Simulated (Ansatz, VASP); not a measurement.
**SnO: VASP beside Ansatz**

The input INCAR:

```
ALGO = Normal
EDIFF = 1E-8
ENCUT = 1000
GGA = PS
GGA_COMPAT = F
ISIF = 2
ISMEAR = -1
LASPH = T
LCHARG = F
LEFG = T
LREAL = F
LWAVE = F
NBANDS = 28
NELM = 120
PREC = Accurate
SIGMA = 0.01
```

KPOINTS

```
k-points
0
Gamma
  8 8 6
```

The input POSCAR:

```
SnO
1.0
    3.8400200000      0.0000000000      0.0000000000
    0.0000000000      3.8400200000      0.0000000000
    0.0000000000      0.0000000000      4.8360000000
Sn O
2 2
Direct
    0.0000000000      0.5000000000      0.2385000000
    0.5000000000      0.0000000000      0.7615000000
    0.0000000000      0.0000000000      0.0000000000
    0.5000000000      0.5000000000      0.0000000000
```

Input for Ansatz:

```yaml
crystal:
  lattice:
    - [3.84002, 0.0, 0.0]
    - [0.0, 3.84002, 0.0]
    - [0.0, 0.0, 4.836]
  atoms:
    - { symbol: Sn, position: [0.0, 0.5, 0.2385] }
    - { symbol: Sn, position: [0.5, 0.0, 0.7615] }
    - { symbol: O, position: [0.0, 0.0, 0.0] }
    - { symbol: O, position: [0.5, 0.5, 0.0] }
kpoints:
  mp_grid: { grid: [8, 8, 6] }
scf:
  occupations: { method: fermi_dirac, width: 0.01 }
hamiltonian:
  xc: pbesol
  pseudopotentials: { kind: paw }
output:
  forces: true
  stress: true
  eigenvalues: true
  efg: { contact_densities: true }
```

Change from the starting cell: equal xx and yy strain of +1 %, PAW files.

Alike in both runs: task electric field gradients; functional PBEsol; k mesh 8 × 8 × 6; occupations fermi-dirac, width 0.01 eV; no spin polarisation.

```csv
,VASP,Ansatz
version,VASP 6.6.1,Ansatz 0.2.0
potentials or method,"VASP PAW PBE potentials, release 64 (Sn_d, O_h)","PAW with Ansatz's default frozen-core files, scalar-relativistic"
plane-wave cutoff (eV),1000,420
valence electrons in the cell,40,40
```

|  | VASP | Ansatz | Ansatz less VASP |
| --- | --- | --- | --- |
| rms of the force components (eV/Å) | 0.038 | 0.069 | +0.0305 |
| size of Vzz on the site where it differs most (V/Å²) | 156.1 | 163.9 | +7.85 |

VASP's potentials were made for PBE, not for PBEsol. Atom by atom the forces differ by 0.030 eV/Å (rms over components).
